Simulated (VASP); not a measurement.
Runs of VASP 6.6.1 on Rh. The structure is that of space group P6_3/mmc (No. 194), or close to it. The cells are those of the table. 

```csv
cell,gap on the mesh (eV),pressure (GPa)
"a = 2.802, b = 2.802, c = 4.544 Å, angles 90.0, 90.0, 120.0°, 2 atoms",none,-26.8
"a = 2.731, b = 2.731, c = 4.428 Å, angles 90.0, 90.0, 120.0°, 2 atoms",none,(a)
"a = 2.694, b = 2.694, c = 4.369 Å, angles 90.0, 90.0, 120.0°, 2 atoms",none,-3.4
"a = 2.836, b = 2.836, c = 4.599 Å, angles 90.0, 90.0, 120.0°, 2 atoms",none,(b)
"a = 2.767, b = 2.767, c = 4.487 Å, angles 90.0, 90.0, 120.0°, 2 atoms",none,-21.0
```

Alike in all rows: task single point; level PBEsol; potentials or basis VASP PAW PBE potentials, release 64 (Rh_pv); no spin polarisation; k mesh 12 × 12 × 7; cutoff (eV) 520; smearing fermi-dirac 0.1 eV.

Fill in the values left out.

(a) -13.4; (b) -31.2.

Caveats: the PAW data sets were made with another functional, which shifts forces and pressure a little.

A k mesh can miss the band edges, and the runs leave out spin-orbit coupling on Rh.

A gap of «none» marks levels without a gap at the run's occupations.
